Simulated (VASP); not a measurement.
InRu2:

```
CELL_PARAMETERS angstrom
0.00000 2.87180 2.87180
2.87180 0.00000 2.87180
2.87180 2.87180 0.00000
ATOMIC_POSITIONS crystal
In 0.00000 0.00000 0.00000
Ru 0.25000 0.25000 0.25000
Ru 0.75000 0.75000 0.75000
```

| Item | Value |
| --- | --- |
| Program | VASP 6.6.1 |
| Task | relaxation of cell and atoms |
| Functional | PBE |
| Potentials or basis | VASP PAW PBE potentials, release 64 (In_d, Ru_pv) |
| Cutoff | 600 eV |
| k mesh | 6 × 6 × 6 |
| Occupations | gaussian, width 0.1 eV |
| Spin | no spin polarisation |

At the start: pressure 40.5 GPa; volume 15.79 Å³/atom.

Problem. Where does the relaxation end?

Solution. Over 5 steps the energy falls by 342.0 meV/atom and the volume is 19.04 Å³/atom (+20.6 %); space group Fm-3m (No. 225, to 0.05 Å).

The path:
```csv
step,energy change (eV),largest force (eV/Å),pressure (GPa),volume (Å³)
1,0.0000,0.0000,40.51,47.37
2,1.0151,0.0000,-19.98,80.35
3,-1.0168,0.0000,-2.60,58.25
4,-1.0254,0.0000,-0.68,57.40
5,-1.0261,0.0000,0.00,57.12
```

Final structure:
```
In Ru
1.0
     0.00000    3.05665    3.05665
     3.05665    0.00000    3.05665
     3.05665    3.05665    0.00000
In Ru
1 2
Direct
  0.00000 0.00000 0.00000
  0.25000 0.25000 0.25000
  0.75000 0.75000 0.75000
```

Caveat: the volume moved by over 15 % at a fixed basis, so the end points are rough.
